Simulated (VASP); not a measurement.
# ZnSe (I-4m2) in VASP: further runs, part 2 of 2

VASP 6.6.1.

## Step 3: Single point, HSE06 (epitaxial xy strain -5.0%)

File POSCAR:

```
ZnSe
1.0
    0.0000000000      2.6902369582      2.9936413972
    2.6902369582      0.0000000000      2.9936413972
    2.6902369582      2.6902369582      0.0000000000
Zn Se
1 1
Direct
    0.0000000000      0.0000000000      0.0000000000
    0.2500000000      0.2500000000      0.2500000000
```

File INCAR.step1:

```
ALGO     = Normal         # electronic algorithm
EDIFF    = 1E-5           # SCF threshold, eV
ENCUT    = 400            # plane-wave cutoff, eV
GGA      = PE             # functional
GGA_COMPAT= False        
ISIF     = 2              # what is computed and relaxed
ISMEAR   = 0              # smearing method
LASPH    = True           # aspherical terms in the spheres
LCHARG   = False          # write CHGCAR
LREAL    = False          # projectors in reciprocal space
LWAVE    = True           # write WAVECAR
NBANDS   = 16             # bands
NELM     = 120            # most SCF steps
PREC     = Accurate       # precision mode
SIGMA    = 0.01           # smearing width, eV
```

File INCAR.step2:

```
ALGO     = Normal         # electronic algorithm
EDIFF    = 1E-6           # SCF threshold, eV
ENCUT    = 400            # plane-wave cutoff, eV
GGA      = PE             # functional
GGA_COMPAT= False        
HFSCREEN = 0.2079         # screening, 1/A
ISIF     = 2              # what is computed and relaxed
ISMEAR   = 0              # smearing method
ISTART   = 1            
LASPH    = True           # aspherical terms in the spheres
LCHARG   = False          # write CHGCAR
LHFCALC  = True           # exact exchange
LREAL    = False          # projectors in reciprocal space
LWAVE    = False          # write WAVECAR
NBANDS   = 16             # bands
NELM     = 120            # most SCF steps
PREC     = Accurate       # precision mode
PRECFOCK = Normal       
SIGMA    = 0.01           # smearing width, eV
```

File KPOINTS:

```
k-points
0
Gamma
  6 6 6
```

Potentials or basis: VASP PAW PBE potentials, release 64 (Zn, Se).

Started as:

```sh
cat potpaw_PBE.64/Zn/POTCAR potpaw_PBE.64/Se/POTCAR > POTCAR
cp INCAR.step1 INCAR
mpirun -np 1 vasp_std > vasp.out
cp INCAR.step2 INCAR
mpirun -np 1 vasp_std > vasp.out
```

OUTCAR:

```text
EDIFF = 1E-6
   ENCUT = 400
   GGA = PE
   HFSCREEN = 0.2079
   ISIF = 2
   ISMEAR = 0
   ISTART = 1
   LASPH = True
   LHFCALC = True
   LREAL = False
   NELM = 120
   PREC = Accurate
   PRECFOCK = Normal

 ion  position               nearest neighbor table
   1  0.000  0.000  0.000-   2 2.42   2 2.42   2 2.42   2 2.42
   2  0.250  0.250  0.250-   1 2.42   1 2.42   1 2.42   1 2.42

  LATTYP: Found a body centered tetragonal cell.
 ALAT       =     3.8045695923
 C/A-ratio  =     1.5737083129

  Lattice vectors:

 A1 = (  -2.6902369582,   0.0000000000,   2.9936413972)
 A2 = (   2.6902369582,   0.0000000000,   2.9936413972)
 A3 = (   0.0000000000,   2.6902369582,  -2.9936413972)

Analysis of symmetry for initial positions (statically):
=====================================================================
 Subroutine PRICEL returns:
 Original cell was already a primitive cell.

 Routine SETGRP: Setting up the symmetry group for a
 body centered tetragonal supercell.

 Subroutine GETGRP returns: Found  8 space group operations
 (whereof  8 operations were pure point group operations)
 out of a pool of 16 trial point group operations.

The static configuration has the point symmetry D_2d.

Analysis of symmetry for dynamics (positions and initial velocities):
=====================================================================
 Subroutine PRICEL returns:
 Original cell was already a primitive cell.

 Routine SETGRP: Setting up the symmetry group for a
 body centered tetragonal supercell.

 Subroutine GETGRP returns: Found  8 space group operations
 (whereof  8 operations were pure point group operations)
 out of a pool of 16 trial point group operations.

The dynamic configuration has the point symmetry D_2d.

 Subroutine INISYM returns: Found  8 space group operations
 (whereof  8 operations are pure point group operations),
 and found     1 'primitive' translations

----------------------------------------------------------------------------------------

                                     Primitive cell

  volume of cell :      43.3322

  direct lattice vectors                    reciprocal lattice vectors
     0.000000000  2.690236958  2.993641397    -0.185857234  0.185857234  0.167020673
     2.690236958  0.000000000  2.993641397     0.185857234 -0.185857234  0.167020673
     2.690236958  2.690236958  0.000000000     0.185857234  0.185857234 -0.167020673

  length of vectors
     4.024830892  4.024830892  3.804569592     0.311418895  0.311418895  0.311418895

  position of ions in fractional coordinates (direct lattice)
     0.000000000  0.000000000  0.000000000
     0.250000000  0.250000000  0.250000000

  ion indices of the primitive-cell ions
   primitive index   ion index
                 1           1
                 2           2

----------------------------------------------------------------------------------------

 KPOINTS: k-points

Automatic generation of k-mesh.
 Grid dimensions read from file:
[... 26 lines left out ...]
  0.166667  0.166667  0.000000      2.000000
  0.333333  0.166667  0.000000      8.000000
[... 16 lines left out ...]
  0.333333  0.000000  0.333333      4.000000
  0.500000 -0.000000  0.333333     16.000000
 [... further k-points ...]
   k-points           NKPTS =     30   k-points in BZ     NKDIM =    216   number of bands    NBANDS=     16
   number of dos      NEDOS =    301   number of ions     NIONS =      2
   total plane-waves  NPLWV =  21952
   dimension x,y,z NGX =    28 NGY =   28 NGZ =   28
   dimension x,y,z NGXF=    56 NGYF=   56 NGZF=   56
   ions per type =               1   1
   NGX,Y,Z   is equivalent  to a cutoff of  11.57, 11.57, 12.23 a.u.
   NGXF,Y,Z  is equivalent  to a cutoff of  23.13, 23.13, 24.47 a.u.
 SYSTEM =  unknown system
   PREC   = accura    normal or accurate (medium, high low for compatibility)
   ISTART =      1    job   : 0-new  1-cont  2-samecut
   ICHARG =      0    charge: 1-file 2-atom 10-const
   ISPIN  =      1    spin polarized calculation?
   LNONCOLLINEAR =      F non collinear calculations
   LSORBIT =      F    spin-orbit coupling
   LASPH  =      T    aspherical Exc in radial PAW
   ENCUT  =  400.0 eV  29.40 Ry    5.42 a.u.   6.56  6.56  6.20*2*pi/ulx,y,z
   NELM   =    120;   NELMIN=  2; NELMDL=  0     # of ELM steps
   EDIFF  = 0.1E-05   stopping-criterion for ELM
   LREAL  =      F    real-space projection
   EDIFFG = 0.1E-04   stopping-criterion for IOM
   NSW    =      0    number of steps for IOM
   IBRION =     -1    ionic relax: 0-MD 1-quasi-New 2-CG
   NFREE  =      0    steps in history (QN), initial steepest desc. (CG)
   ISIF   =      2    stress and relaxation
   ISYM   =      3    0-nonsym 1-usesym 2-fastsym
   POTIM  = 0.5000    time-step for ionic-motion
   TEBEG  =    0.0;   TEEND  =   0.0 temperature during run
   PSTRESS=    0.0 pullay stress
   NELECT =      18.0000    total number of electrons
   NUPDOWN=      -1.0000    fix difference up-down
   EMIN   =  10.00;   EMAX   =-10.00  energy-range for DOS
   EFERMI =   0.00;   METHOD = LEGACY
   ISMEAR =     0;   SIGMA  =   0.01  broadening in eV -4-tet -1-fermi 0-gaus
   EFERMI_NEDOS =   21; number of points for ismear=-14 and -15
   IALGO  =     38    algorithm
   IMIX   =      1    mixing-type and parameters
     AMIX     =   0.40;   BMIX     =  1.00
     AMIX_MAG =   1.60;   BMIX_MAG =  1.00
  volume/ion in A,a.u.               =      21.67       146.21
  Fermi-wavevector in a.u.,A,eV,Ry     =   1.221505  2.308310 20.300918  1.492075
  Thomas-Fermi vector in A             =   2.356685
   LORBIT       =      0    0 simple, 1 ext, 2 COOP (PROOUT), +10 PAW based schemes
   GGA     = PE    functional components
   LHFCALC =     T    Hartree Fock is set to
   PRECFOCK=normal    Normal, Fast or Accurate (Low or Medium for compatibility)
   ENCUT4O =  -1.0   cutoff for four orbital integrals eV
   NKREDX  =     1    reduce k-point grid by
   NKREDY  =     1    reduce k-point grid by
   NKREDZ  =     1    reduce k-point grid by
   AEXX    =    0.2500 exact exchange contribution
   HFSCREEN=    0.2079 screening length (either q_TF or 0.3 A-1)
   HFSCREENC=   0.2079 screening length for correlation (either q_TF or 0.3 A-1)
   ENCUTFOCK=  -1.0 apply spherical cutoff to Coloumb kernel
   IVDW    =     0    specifies the selected vdW correction
   LEPSILON=     F    determine dielectric tensor
   LRPA    =     F    only Hartree local field effects (RPA)
 non-spin polarized calculation
 Gauss-broadening in eV      SIGMA  =   0.01
  energy-cutoff  :      400.00
  volume of cell :       43.33
 maximum number of plane-waves:       802
 NGX is ok and might be reduce to    28
  NGX = 20; NGY = 20; NGZ = 20

 number of electron      17.9999981 magnetization

 Free energy of the ion-electron system (eV)
  ---------------------------------------------------
  ext. energy  EPLUGINS =         0.00000000
  ---------------------------------------------------
  free energy    TOTEN  =        -7.34072433 eV

  energy without entropy =       -7.34072433  energy(sigma->0) =       -7.34072433

 E-fermi :   1.6490     XC(G=0):  -7.9229

 val. band max:        1.5500834167   @ k =   0.0000   0.0000   0.0000
 cond. band min:       3.9493177845   @ k =   0.0000   0.0000   0.0000
 fundamental gap:      2.3992343678
 Fermi energy:         1.6489831647

 k-point     1 :       0.0000    0.0000    0.0000
  band No.  band energies     occupation
      1     -13.3138      2.00000
      2      -6.9790      2.00000
      3      -6.9300      2.00000
      4      -6.9300      2.00000
      5      -6.5948      2.00000
      6      -6.5789      2.00000
[... 433 lines left out ...]
      3      -6.7644      2.00000
      4      -6.6935      2.00000
      5      -6.5552      2.00000
      6      -6.3207      2.00000
[... 8 lines left out ...]
     15      15.8830      0.00000
     16      17.6349      0.00000

 [... further k-points ...]

------------------------ aborting loop because EDIFF is reached ----------------------------------------

  FORCE on cell =-STRESS in cart. coord.  units (eV):
  Direction    XX          YY          ZZ          XY          YZ          ZX
  --------------------------------------------------------------------------------------
  -------------------------------------------------------------------------------------
  Total        1.5745286      1.5745286      0.3058122      0.0000000      0.0000000      0.0000000
  in kB       58.2170641     58.2170641     11.3071870      0.0000000      0.0000000      0.0000000
  external PRESSURE =      42.5804384 kB  Pullay stress =       0.0000000 kB

 VOLUME and BASIS-vectors are now :
 -----------------------------------------------------------------------------
  energy-cutoff  :      400.00
  volume of cell :       43.33
      direct lattice vectors                 reciprocal lattice vectors
     0.000000000  2.690236958  2.993641397    -0.185857234  0.185857234  0.167020673
     2.690236958  0.000000000  2.993641397     0.185857234 -0.185857234  0.167020673
     2.690236958  2.690236958  0.000000000     0.185857234  0.185857234 -0.167020673

 POSITION                                       TOTAL-FORCE (eV/Angst)
 -----------------------------------------------------------------------------------
      0.00000      0.00000      0.00000         0.000000      0.000000     -0.000000
      1.34512      1.34512      1.49682        -0.000000     -0.000000      0.000000
 -----------------------------------------------------------------------------------
    total drift:                                0.000001      0.000001      0.000020

  FREE ENERGIE OF THE ION-ELECTRON SYSTEM (eV)
  ---------------------------------------------------
  free  energy   TOTEN  =        -7.3407243294 eV

  energy  without entropy=       -7.3407243294  energy(sigma->0) =       -7.34072433
```

Wall time 44 min (1 thread of AMD EPYC 7R13 (Zen 3), shared host); peak memory 0.25 GiB.

Results:

* Free energy: -7.3407 eV
* Pressure: 4.3 GPa
* Band gap on the k mesh: 2.40 eV

Caveat: the cell differs from its parent crystal (epitaxial xy strain -5.0%); the cell stands under pressure; the PAW data sets were made with another functional, which shifts forces and pressure a little.
